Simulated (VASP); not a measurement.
Set up this calculation in VASP 6.6.1, as the native input.

* Task: single point
* Functional: PBEsol
* Potentials or basis: VASP PAW PBE potentials, release 64 (Al, O)
* Cutoff: 520 eV
* k mesh: 6 × 6 × 6
* Occupations: gaussian, width 0.05 eV
* Spin: no spin polarisation
* Dipole correction: no
* Further INCAR settings: ALGO = Normal; EDIFF = 1e-06; NBANDS = 35

The structure of Al2O3 lies in POSCAR:

```
Al2O3
1.0
    2.3866493474      1.3779326432      4.3377178304
   -2.3866493474      1.3779326432      4.3377178304
    0.0000000000     -2.7558652864      4.3377178304
Al O
4 6
Direct
    0.8481927811      0.8481927811      0.8481927811
    0.6518072189      0.6518072189      0.6518072189
    0.1518072189      0.1518072189      0.1518072189
    0.3481927811      0.3481927811      0.3481927811
    0.0558571577      0.4441428423      0.7500000000
    0.7500000000      0.0558571577      0.4441428423
    0.4441428423      0.7500000000      0.0558571577
    0.9441428423      0.5558571577      0.2500000000
    0.2500000000      0.9441428423      0.5558571577
    0.5558571577      0.2500000000      0.9441428423
```

This cell differs from its parent crystal: c/a of the conventional cell at fixed volume 2.7262.

These files were run (other wordings do the same):

INCAR

```
PREC     = Accurate       # precision mode
ENCUT    = 520            # plane-wave cutoff, eV
EDIFF    = 1E-6           # SCF threshold, eV
ISMEAR   = 0              # smearing method
SIGMA    = 0.05           # smearing width, eV
LREAL    = F              # projectors in reciprocal space
LASPH    = T              # aspherical terms in the spheres
NELM     = 60             # most SCF steps
ALGO     = Normal         # electronic algorithm
ISIF     = 2              # what is computed and relaxed
LWAVE    = F              # write WAVECAR
LCHARG   = F              # write CHGCAR
GGA      = PS             # functional
NBANDS   = 35             # bands
```

KPOINTS

```
regular mesh
0
Gamma
  6 6 6
```

Potentials or basis: VASP PAW PBE potentials, release 64 (Al, O).

Launch:

```bash
$ cat potpaw_PBE.64/Al/POTCAR potpaw_PBE.64/O/POTCAR > POTCAR
$ mpirun -np 1 vasp_std > vasp.out
```

It gave:

| Property | Result |
| --- | --- |
| Pressure | 0.5 GPa |
| Largest force | 0.944 eV/Å |
| Band gap on the k mesh | 6.14 eV, direct |

Caveat: the PAW data sets were made with another functional, which shifts forces and pressure a little.

It took 65 s on 1 thread of AMD EPYC 9R45 96-Core Processor (Zen 5) (shared host), peak memory 0.24 GiB.
